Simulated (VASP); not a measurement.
# HCl in VASP: further runs

The runs below take HCl through single point, with PBE+D3(BJ).

Program: VASP 6.6.1. These are calculated values, not measurements. Logs are shortened: lines on timing, memory, paths and dates and some standing lists are left out, and cuts for length are marked.

## 1. The cell of the first run

The cell holds an amorphous packing of atoms, 24 atoms: a = 8.197 Å, b = 8.197 Å, c = 8.197 Å, α = 90.00°, β = 90.00°, γ = 90.00°.

## 2. Single point, PBE+D3(BJ)

INCAR

```
SYSTEM = HCl
PREC     = Accurate       ! precision mode
ENCUT    = 520            ! plane-wave cutoff, eV
EDIFF    = 1E-6           ! SCF threshold, eV
ISMEAR   = -1             ! smearing method
SIGMA    = 0.02           ! smearing width, eV
LREAL    = Auto         
LASPH    = .True.         ! aspherical terms in the spheres
NELM     = 60             ! most SCF steps
ALGO     = Normal         ! electronic algorithm
ISIF     = 2              ! what is computed and relaxed
LWAVE    = .False.        ! write WAVECAR
LCHARG   = .False.        ! write CHGCAR
GGA      = PE             ! functional
IVDW     = 12             ! dispersion correction
NBANDS   = 66             ! bands
```

KPOINTS

```
Automatic mesh
0
Gamma
  1 1 1
  0 0 0
```

POSCAR

```
HCl
1.0
    8.1971830000      0.0000000000      0.0000000000
    0.0000000000      8.1971830000      0.0000000000
    0.0000000000      0.0000000000      8.1971830000
Cl H
12 12
Direct
    0.6082065372      0.8628996927      0.3023121716
    0.0240809982      0.1009182950      0.0678773986
    0.0144543837      1.0248258465      0.5726530299
    0.3401270024      0.2113807019      0.3031636992
    0.4077738223      0.9605123257      0.7052974688
    0.4917875470      0.4980758476      0.6252477795
    0.7986291428      0.3553003081      0.3056535072
    0.9829049172      0.4008787122      0.7351245819
    0.1613654176      0.6616742393      0.4138882259
    0.9059564400      0.6755950119      0.0754965252
    0.5898968720      0.2269381768      0.9667257708
    0.3673073607      0.6370356095      0.0271524435
    0.7319712289      0.8096441018      0.2148931860
    0.1521828430      0.1383874922      0.1617439396
    0.0552549971      0.8815890979      0.5119122579
    0.4383726954      0.2159744069      0.1746387058
    0.2590007946      1.0131486644      0.6731013906
    0.4776656506      0.5590097123      0.7717448397
    0.8817778872      0.2513064165      0.2125620089
    1.0373076796      0.4828525652      0.6091736999
    0.0706727942      0.6741458557      0.2814847964
    0.8529307908      0.5404606963      0.1505854581
    0.5065569756      0.1359610367      0.8622322847
    0.4555216217      0.7241131866      0.1293609302
```

Potentials or basis: VASP PAW PBE potentials, release 64 (Cl, H).

The run is started by

```bash
$ cat potpaw_PBE.64/Cl/POTCAR potpaw_PBE.64/H/POTCAR > POTCAR
$ mpirun -np 1 vasp_gam > vasp.out
```

OUTCAR:

```text
SYSTEM = HCl
   PREC = Accurate
   ENCUT = 520
   EDIFF = 1E-6
   ISMEAR = -1
   LREAL = Auto
   LASPH = .True.
   NELM = 60
   ISIF = 2
   GGA = PE
   IVDW = 12
 IVDW          = 12

 ion  position               nearest neighbor table
   1  0.608  0.863  0.302-  13 1.32
   2  0.024  0.101  0.068-  14 1.34
   3  0.014  0.025  0.573-  15 1.32
   4  0.340  0.211  0.303-  16 1.33
   5  0.408  0.961  0.705-  17 1.32
   6  0.492  0.498  0.625-  18 1.31
[... 16 lines left out ...]
  23  0.507  0.136  0.862-  11 1.33
  24  0.456  0.724  0.129-  12 1.32

  LATTYP: Found a simple cubic cell.
 ALAT       =     8.1971830000

  Lattice vectors:

 A1 = (   8.1971830000,   0.0000000000,   0.0000000000)
 A2 = (   0.0000000000,   8.1971830000,   0.0000000000)
 A3 = (   0.0000000000,   0.0000000000,   8.1971830000)

Analysis of symmetry for initial positions (statically):
=====================================================================
 Subroutine PRICEL returns:
 Original cell was already a primitive cell.

 Routine SETGRP: Setting up the symmetry group for a
 simple cubic supercell.

 Subroutine GETGRP returns: Found  1 space group operations
 (whereof  1 operations were pure point group operations)
 out of a pool of 48 trial point group operations.

The static configuration has the point symmetry C_1 .

Analysis of symmetry for dynamics (positions and initial velocities):
=====================================================================
 Subroutine PRICEL returns:
 Original cell was already a primitive cell.

 Routine SETGRP: Setting up the symmetry group for a
 simple cubic supercell.

 Subroutine GETGRP returns: Found  1 space group operations
 (whereof  1 operations were pure point group operations)
 out of a pool of 48 trial point group operations.

The dynamic configuration has the point symmetry C_1 .

 Subroutine INISYM returns: Found  1 space group operations
 (whereof  1 operations are pure point group operations),
 and found     1 'primitive' translations

----------------------------------------------------------------------------------------

                                     Primitive cell

  volume of cell :     550.7999

  direct lattice vectors                    reciprocal lattice vectors
     8.197183000  0.000000000  0.000000000     0.121993129  0.000000000  0.000000000
     0.000000000  8.197183000  0.000000000     0.000000000  0.121993129  0.000000000
     0.000000000  0.000000000  8.197183000     0.000000000  0.000000000  0.121993129

  length of vectors
     8.197183000  8.197183000  8.197183000     0.121993129  0.121993129  0.121993129

  position of ions in fractional coordinates (direct lattice)
     0.608206537  0.862899693  0.302312172
     0.024080998  0.100918295  0.067877399
     0.014454384  0.024825847  0.572653030
     0.340127002  0.211380702  0.303163699
     0.407773822  0.960512326  0.705297469
     0.491787547  0.498075848  0.625247780
[... 16 lines left out ...]
     0.506556976  0.135961037  0.862232285
     0.455521622  0.724113187  0.129360930

  ion indices of the primitive-cell ions
   primitive index   ion index
                 1           1
                 2           2
                 3           3
                 4           4
                 5           5
                 6           6
[... 16 lines left out ...]
                23          23
                24          24

----------------------------------------------------------------------------------------

 KPOINTS: Automatic mesh

Automatic generation of k-mesh.
 Grid dimensions read from file:
 generate k-points for:    1    1    1

 Generating k-lattice:

  Cartesian coordinates                     Fractional coordinates (reciprocal lattice)
     0.121993129  0.000000000  0.000000000     1.000000000  0.000000000  0.000000000
     0.000000000  0.121993129  0.000000000     0.000000000  1.000000000  0.000000000
     0.000000000  0.000000000  0.121993129     0.000000000  0.000000000  1.000000000

  Length of vectors
     0.121993129  0.121993129  0.121993129

  Shift w.r.t. Gamma in fractional coordinates (k-lattice)
     0.000000000  0.000000000  0.000000000

 Subroutine IBZKPT returns following result:
 ===========================================

 Found      1 irreducible k-points:

 Following reciprocal coordinates:
            Coordinates               Weight
  0.000000  0.000000  0.000000      1.000000
   k-points           NKPTS =      1   k-points in BZ     NKDIM =      1   number of bands    NBANDS=     66
   number of dos      NEDOS =    301   number of ions     NIONS =     24
   total plane-waves  NPLWV = 262144
   dimension x,y,z NGX =    64 NGY =   64 NGZ =   64
   dimension x,y,z NGXF=   128 NGYF=  128 NGZF=  128
   ions per type =              12  12
   NGX,Y,Z   is equivalent  to a cutoff of  12.98, 12.98, 12.98 a.u.
   NGXF,Y,Z  is equivalent  to a cutoff of  25.96, 25.96, 25.96 a.u.
 SYSTEM =  HCl
   PREC   = accura    normal or accurate (medium, high low for compatibility)
   ISTART =      0    job   : 0-new  1-cont  2-samecut
   ICHARG =      2    charge: 1-file 2-atom 10-const
   ISPIN  =      1    spin polarized calculation?
   LNONCOLLINEAR =      F non collinear calculations
   LSORBIT =      F    spin-orbit coupling
   LASPH  =      T    aspherical Exc in radial PAW
   ENCUT  =  520.0 eV  38.22 Ry    6.18 a.u.  15.24 15.24 15.24*2*pi/ulx,y,z
   NELM   =     60;   NELMIN=  2; NELMDL= -5     # of ELM steps
   EDIFF  = 0.1E-05   stopping-criterion for ELM
   LREAL  =      T    real-space projection
   EDIFFG = 0.1E-04   stopping-criterion for IOM
   NSW    =      0    number of steps for IOM
   IBRION =     -1    ionic relax: 0-MD 1-quasi-New 2-CG
   NFREE  =      0    steps in history (QN), initial steepest desc. (CG)
   ISIF   =      2    stress and relaxation
   ISYM   =      2    0-nonsym 1-usesym 2-fastsym
   POTIM  = 0.5000    time-step for ionic-motion
   TEBEG  =    0.0;   TEEND  =   0.0 temperature during run
   PSTRESS=    0.0 pullay stress
   NELECT =      96.0000    total number of electrons
   NUPDOWN=      -1.0000    fix difference up-down
   EMIN   =  10.00;   EMAX   =-10.00  energy-range for DOS
   EFERMI =   0.00;   METHOD = LEGACY
   ISMEAR =    -1;   SIGMA  =   0.02  broadening in eV -4-tet -1-fermi 0-gaus
   EFERMI_NEDOS =   21; number of points for ismear=-14 and -15
   IALGO  =     38    algorithm
   IMIX   =      4    mixing-type and parameters
     AMIX     =   0.40;   BMIX     =  1.00
     AMIX_MAG =   1.60;   BMIX_MAG =  1.00
  volume/ion in A,a.u.               =      22.95       154.87
  Fermi-wavevector in a.u.,A,eV,Ry     =   0.914465  1.728089 11.377831  0.836247
  Thomas-Fermi vector in A             =   2.039095
   LORBIT       =      0    0 simple, 1 ext, 2 COOP (PROOUT), +10 PAW based schemes
   GGA     = PE    functional components
   LHFCALC =     F    Hartree Fock is set to
   AEXX    =    0.0000 exact exchange contribution
   IVDW    =    12    specifies the selected vdW correction
   LEPSILON=     F    determine dielectric tensor
   LRPA    =     F    only Hartree local field effects (RPA)
 non-spin polarized calculation
  energy-cutoff  :      520.00
  volume of cell :      550.80
 maximum number of plane-waves:      7398
 NGX is ok and might be reduce to    64
   NGX = 31   NGY = 31   NGZ = 31

 number of electron      96.0000001 magnetization

 Free energy of the ion-electron system (eV)
  ---------------------------------------------------
  ext. energy  EPLUGINS =         0.00000000
  ---------------------------------------------------
  free energy    TOTEN  =       -74.31791891 eV

  energy without entropy =      -74.31791891  energy(sigma->0) =      -74.31791891

 E-fermi :  -2.4777     XC(G=0):  -6.4557

 val. band max:       -2.9877703683   @ k =   0.0000   0.0000   0.0000
 cond. band min:       2.5622076077   @ k =   0.0000   0.0000   0.0000
 fundamental gap:      5.5499779760
 Fermi energy:        -2.4776840571

 k-point     1 :       0.0000    0.0000    0.0000
  band No.  band energies     occupation
      1     -17.6521      2.00000
      2     -17.3273      2.00000
      3     -17.2763      2.00000
      4     -17.0857      2.00000
      5     -17.0170      2.00000
      6     -16.8801      2.00000
[... 52 lines left out ...]
     59       4.5620      0.00000
     60       4.6770      0.00000
 [bands above 60 left out]

------------------------ aborting loop because EDIFF is reached ----------------------------------------

 Edisp (eV)   -1.67013

 E8    (eV) :    -0.5001

  FORCE on cell =-STRESS in cart. coord.  units (eV):
  Direction    XX          YY          ZZ          XY          YZ          ZX
  --------------------------------------------------------------------------------------
  -------------------------------------------------------------------------------------
  Total       0.23090     0.27659    -0.56260    -0.24354     0.11343     0.27373
  in kB       0.67165     0.80454    -1.63650    -0.70841     0.32996     0.79623
  external pressure =       -0.05 kB  Pullay stress =        0.00 kB

 VOLUME and BASIS-vectors are now :
 -----------------------------------------------------------------------------
  energy-cutoff  :      520.00
  volume of cell :      550.80
      direct lattice vectors                 reciprocal lattice vectors
     8.197183000  0.000000000  0.000000000     0.121993129  0.000000000  0.000000000
     0.000000000  8.197183000  0.000000000     0.000000000  0.121993129  0.000000000
     0.000000000  0.000000000  8.197183000     0.000000000  0.000000000  0.121993129

 POSITION                                       TOTAL-FORCE (eV/Angst)
 -----------------------------------------------------------------------------------
      4.98558      7.07335      2.47811         0.110200     -0.041486     -0.072256
      0.19740      0.82725      0.55640         0.076525      0.019466      0.068221
      0.11849      0.20350      4.69414         0.022057     -0.169966     -0.083374
      2.78808      1.73273      2.48509         0.065853      0.015435     -0.080728
      3.34260      7.87350      5.78145        -0.156105      0.051500     -0.033135
      4.03127      4.08282      5.12527        -0.007458      0.112884      0.202809
[... 16 lines left out ...]
      4.15234      1.11450      7.06788         0.065021      0.068332      0.071943
      3.73399      5.93569      1.06040        -0.079707     -0.087337     -0.107049
 -----------------------------------------------------------------------------------
    total drift:                               -0.000773      0.002830      0.003237

  FREE ENERGIE OF THE ION-ELECTRON SYSTEM (eV)
  ---------------------------------------------------
  free  energy   TOTEN  =       -75.9880449148 eV

  energy  without entropy=      -75.9880449148  energy(sigma->0) =      -75.98804491
```

Wall time 43 s (1 thread of AMD EPYC 7R13 (Zen 3), shared host); peak memory 0.48 GiB.

What came out:

| Quantity | Value |
| --- | --- |
| Free energy | -75.9880 eV |
| Pressure | 0.0 GPa |
| Largest force | 0.436 eV/Å |
| Band gap on the k mesh | 5.55 eV |
| Dispersion energy per atom | -0.070 eV |

Forces on the atoms (eV/Å):
```
Cl   0.110 -0.041 -0.072
Cl   0.077  0.019  0.068
Cl   0.022 -0.170 -0.083
Cl   0.066  0.015 -0.081
Cl  -0.156  0.051 -0.033
Cl  -0.007  0.113  0.203
Cl   0.042 -0.072 -0.050
Cl   0.192  0.234 -0.314
Cl  -0.038  0.009 -0.119
Cl  -0.010 -0.092  0.038
Cl  -0.047 -0.082 -0.069
Cl   0.061  0.072  0.108
H   -0.129  0.053  0.086
H   -0.095 -0.022 -0.069
H   -0.055  0.167  0.060
H   -0.072 -0.001  0.080
H    0.133 -0.044  0.037
H    0.045 -0.098 -0.230
H   -0.049  0.051  0.072
H   -0.158 -0.221  0.336
H    0.064 -0.016  0.108
H    0.022  0.095 -0.040
H    0.065  0.068  0.072
H   -0.080 -0.087 -0.107
```

Stress tensor (GPa, compression positive):
```
 0.07 -0.07  0.08
-0.07  0.08  0.03
 0.08  0.03 -0.16
```

Caveat: the k points lie up to 0.77 Å⁻¹ apart.

## 3. Single point, PBE+D3(BJ)

INCAR

```
PREC = Accurate
ENCUT = 520
EDIFF = 1E-6
ISMEAR = -1
SIGMA = 0.02
LREAL = Auto
LASPH = True
NELM = 100
ALGO = Normal
ISIF = 2
LWAVE = False
LCHARG = False
GGA = PE
IVDW = 12
NBANDS = 66
```

KPOINTS

```
Automatic mesh
0
Gamma
  1 1 1
```

POSCAR

```
HCl
1.0
    8.1971830000      0.0000000000      0.0000000000
    0.0000000000      8.1971830000      0.0000000000
    0.0000000000      0.0000000000      8.1971830000
Cl H
12 12
Direct
    0.5910323095      0.8524025876      0.2751067043
   -0.0043307561      0.0987656369      0.0604841932
    0.0356951894      1.0625113530      0.5956558491
    0.3471680454      0.1762068750      0.2921247458
    0.4194245755      0.9591953724      0.6990694242
    0.4953530987      0.5040146109      0.6014139248
    0.8022268138      0.3613802449      0.3328338528
    1.0050403901      0.3976366027      0.7496721740
    0.1558096239      0.6586043035      0.4483979435
    0.8978572273      0.6700838569      0.0952400355
    0.5767225155      0.2038139200      0.9684058536
    0.3933302453      0.6278498357      0.0361099661
    0.7334836858      0.7938458858      0.2100233702
    0.1489048128      0.1023156370      0.1080127161
    0.0744036091      0.9266964029      0.5263759513
    0.4585965691      0.2458649514      0.1971774938
    0.2673235427      1.0078828300      0.6974713142
    0.5254366043      0.3766049873      0.7088044759
    0.8584656461      0.2498907247      0.2288957072
    1.0539596347      0.4411637510      0.6083309352
    0.1161618571      0.6082699386      0.3047998318
    0.8669075706      0.5509331681      0.1981412395
    0.4701249197      0.1197118571      0.8667611788
    0.4830927893      0.7182589433      0.1388159811
```

Potentials or basis: VASP PAW PBE potentials, release 64 (Cl, H).

The run is started by

```bash
$ cat potpaw_PBE.64/Cl/POTCAR potpaw_PBE.64/H/POTCAR > POTCAR
$ mpirun -np 1 vasp_gam > vasp.out
```

OUTCAR:

```text
PREC = Accurate
   ENCUT = 520
   EDIFF = 1E-6
   ISMEAR = -1
   LREAL = Auto
   LASPH = True
   NELM = 100
   ISIF = 2
   GGA = PE
   IVDW = 12
 IVDW          = 12

 ion  position               nearest neighbor table
   1  0.591  0.852  0.275-  13 1.37
   2  0.996  0.099  0.060-  14 1.32
   3  0.036  0.063  0.596-  15 1.29
   4  0.347  0.176  0.292-  16 1.33
   5  0.419  0.959  0.699-  17 1.31
   6  0.495  0.504  0.601-  18 1.39
[... 16 lines left out ...]
  23  0.470  0.120  0.867-  11 1.39
  24  0.483  0.718  0.139-  12 1.34

  LATTYP: Found a simple cubic cell.
 ALAT       =     8.1971830000

  Lattice vectors:

 A1 = (   8.1971830000,   0.0000000000,   0.0000000000)
 A2 = (   0.0000000000,   8.1971830000,   0.0000000000)
 A3 = (   0.0000000000,   0.0000000000,   8.1971830000)

Analysis of symmetry for initial positions (statically):
[... 195 lines left out ...]
 val. band max:       -2.6792880076   @ k =   0.0000   0.0000   0.0000
 cond. band min:       2.3633554640   @ k =   0.0000   0.0000   0.0000
 fundamental gap:      5.0426434716
 Fermi energy:        -2.1495601640

 k-point     1 :       0.0000    0.0000    0.0000
  band No.  band energies     occupation
      1     -17.7442      2.00000
      2     -17.5450      2.00000
      3     -17.3795      2.00000
      4     -17.2753      2.00000
      5     -17.1320      2.00000
      6     -17.1021      2.00000
[... 52 lines left out ...]
     59       4.5994      0.00000
     60       5.1777      0.00000
 [bands above 60 left out]

------------------------ aborting loop because EDIFF is reached ----------------------------------------

 Edisp (eV)   -1.67409

 E8    (eV) :    -0.5014

  FORCE on cell =-STRESS in cart. coord.  units (eV):
  Direction    XX          YY          ZZ          XY          YZ          ZX
  --------------------------------------------------------------------------------------
  -------------------------------------------------------------------------------------
  Total       0.94285     1.14731     1.95964     0.53468     1.40999    -0.04964
  in kB       2.74259     3.33731     5.70023     1.55528     4.10141    -0.14439
  external pressure =        3.93 kB  Pullay stress =        0.00 kB

 VOLUME and BASIS-vectors are now :
 -----------------------------------------------------------------------------
  energy-cutoff  :      520.00
  volume of cell :      550.80
      direct lattice vectors                 reciprocal lattice vectors
     8.197183000  0.000000000  0.000000000     0.121993129  0.000000000  0.000000000
     0.000000000  8.197183000  0.000000000     0.000000000  0.121993129  0.000000000
     0.000000000  0.000000000  8.197183000     0.000000000  0.000000000  0.121993129

 POSITION                                       TOTAL-FORCE (eV/Angst)
 -----------------------------------------------------------------------------------
      4.84480      6.98730      2.25510         1.148915      0.269684      0.374631
      8.16168      0.80960      0.49580         0.148555     -0.138319     -0.083705
      0.29260      0.51242      4.88270        -0.059630     -0.051214     -0.007593
      2.84580      1.44440      2.39460         0.063790      0.409418     -0.032481
      3.43810      7.86270      5.73040        -0.000479     -0.101978      0.101638
      4.06050      4.13150      4.92990         0.494287     -1.732400      1.384259
[... 16 lines left out ...]
      3.85370      0.98130      7.10500         0.921692      0.285993      0.675354
      3.96000      5.88770      1.13790        -0.374437     -0.253419     -0.291484
 -----------------------------------------------------------------------------------
    total drift:                                0.004594      0.000695     -0.001361

  FREE ENERGIE OF THE ION-ELECTRON SYSTEM (eV)
  ---------------------------------------------------
  free  energy   TOTEN  =       -74.9887430574 eV

  energy  without entropy=      -74.9887430574  energy(sigma->0) =      -74.98874306
```

stdout:

```text
POSCAR found type information on POSCAR ClH
 POSCAR found :  2 types and      24 ions
 scaLAPACK will be used
 LDA part: xc-table for (Slater+PW92), standard interpolation
 POSCAR, INCAR and KPOINTS ok, starting setup
 FFT: planning ... GRIDC
 FFT: planning ... GRID_SOFT
 FFT: planning ... GRID
 WAVECAR not read
 entering main loop
```

It took 48 s on 1 thread of AMD EPYC 7R13 (Zen 3), shared host; peak memory 0.48 GiB.

What came out:

```
Free energy                : -74.9887 eV
Pressure                   : 0.4 GPa
Largest force              : 2.272 eV/Å
Band gap on the k mesh     : 5.04 eV
Dispersion energy per atom : -0.070 eV
```

Forces on the atoms (eV/Å):
```
Cl   1.149  0.270  0.375
Cl   0.149 -0.138 -0.084
Cl  -0.060 -0.051 -0.008
Cl   0.064  0.409 -0.032
Cl   0.000 -0.102  0.102
Cl   0.494 -1.732  1.384
Cl  -0.031 -0.515 -0.104
Cl  -0.204  0.025  0.628
Cl   0.063  0.058  0.069
Cl   0.349  0.332 -0.344
Cl  -0.373 -0.115 -0.956
Cl  -0.246 -0.245 -0.170
H   -0.703  0.217  0.252
H   -0.217  0.156  0.198
H   -0.099 -0.323 -0.252
H   -0.558 -0.397  0.230
H   -0.127  0.059 -0.145
H   -0.277  1.694 -1.255
H    0.080  0.337  0.265
H    0.169  0.215 -0.374
H    0.045  0.164 -0.208
H   -0.215 -0.351  0.045
H    0.922  0.286  0.675
H   -0.374 -0.253 -0.291
```

Caveat: the k points lie up to 0.77 Å⁻¹ apart.
